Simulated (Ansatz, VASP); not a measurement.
## BaS: VASP beside Ansatz

```
CELL_PARAMETERS angstrom
0.00000 3.25512 3.25512
3.25512 0.00000 3.25512
3.25512 3.25512 0.00000
ATOMIC_POSITIONS crystal
Ba 0.00000 0.00000 0.00000
S 0.50000 0.50000 0.50000
```

Alike in both runs: functional r2SCAN; k mesh 8 × 8 × 8; occupations fermi-dirac, width 0.02 eV; no spin polarisation.

Ansatz relaxed the structure, and its values are those at the end. VASP's run is a single point on that final structure, the one shown.

|  | VASP | Ansatz |
| --- | --- | --- |
| version | VASP 6.6.1 | Ansatz 0.2.0 |
| potentials or method | VASP PAW PBE potentials, release 64 (Ba_sv, S), cutoff 520 eV | PAW plane waves |
| valence electrons in the cell | 16 | 16 |

|  | VASP | Ansatz | Ansatz less VASP |
| --- | --- | --- | --- |
| gap on the k mesh at the Fermi level (eV) | 2.55 | 2.63 | +0.079 |
| pressure (GPa) | -1.1 | -1.6 | -0.47 |

VASP's potentials were made for PBE, not for r2SCAN. Ansatz's warnings: stress scf threshold loose.

Neither program's run includes spin-orbit coupling.
